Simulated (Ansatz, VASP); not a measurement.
Two plane-wave programs on Co

INCAR

```
SYSTEM = Co
PREC     = Accurate       ! precision mode
ENCUT    = 520            ! plane-wave cutoff, eV
EDIFF    = 1E-6           ! SCF threshold, eV
ISMEAR   = -1             ! smearing method
SIGMA    = 0.05           ! smearing width, eV
LREAL    = .FALSE.        ! projectors in reciprocal space
LASPH    = .TRUE.         ! aspherical terms in the spheres
NELM     = 150            ! most SCF steps
ALGO     = Normal         ! electronic algorithm
ISIF     = 2              ! what is computed and relaxed
LWAVE    = .FALSE.        ! write WAVECAR
LCHARG   = .TRUE.         ! write CHGCAR
ISPIN    = 2              ! spin polarisation
MAGMOM   = 1.772          ! initial moments
LORBIT   = 11             ! projections on sites
LMAXMIX  = 4              ! l up to which the mixer works
GGA      = RP             ! functional
LELF     = .TRUE.         ! ELF
LVHAR    = .TRUE.       
NBANDS   = 14             ! bands
```

File KPOINTS:

```
Automatic mesh
0
G
  17 17 17
  0 0 0
```

POSCAR

```
Co
1.0
    0.0000000000      1.7768830926      1.7768830926
    1.7768830926      0.0000000000      1.7768830926
    1.7768830926      1.7768830926      0.0000000000
Co
1
Direct
    0.0000000000      0.0000000000      0.0000000000
```

Input for Ansatz:

```yaml
crystal:
  lattice:
    - [0.0, 1.7768830926, 1.7768830926]
    - [1.7768830926, 0.0, 1.7768830926]
    - [1.7768830926, 1.7768830926, 0.0]
  atoms:
    - { symbol: Co, position: [0.0, 0.0, 0.0], spin: 1.772 }
hamiltonian:
  xc: rpbe
  pseudopotentials:
    kind: paw
    azcp:
      Co: "pseudopotentials/Co.paw.azcp"
basis:
  ecutwfc: 420
  fft_grid_basis: typed
kpoints:
  mp_grid: { grid: [17, 17, 17], shift: [0, 0, 0] }
magnetization:
  spin_polarized: true
scf:
  occupations: { method: fermi_dirac, width: 0.05 }
  lower_state_search: "off"
output:
  stress: true
```

Alike in both runs: task single point; functional RPBE; k mesh 17 × 17 × 17; occupations fermi-dirac, width 0.05 eV; collinear spin.

|  | VASP | Ansatz |
| --- | --- | --- |
| version | VASP 6.6.1 | Ansatz 0.2.0 |
| potentials or method | VASP PAW PBE potentials, release 64 (Co), cutoff 520 eV | plane waves (420 eV) with PAW, scalar-relativistic |
| valence electrons in the cell | 9 | 17 |

```tsv
	VASP	Ansatz	Ansatz less VASP
pressure (GPa)	-0.3	0.2	+0.47
net moment per atom (μB)	1.68	1.68	+0.009
size of the moment on the site where the two differ most (μB)	1.70	1.76	+0.060
```

VASP's potentials were made for PBE, not for RPBE. Site moments also hang on the region over which each program counts them. VASP's potentials hold 9 valence electrons a cell and Ansatz's 17, so a difference there can come from the potentials and not from the codes.
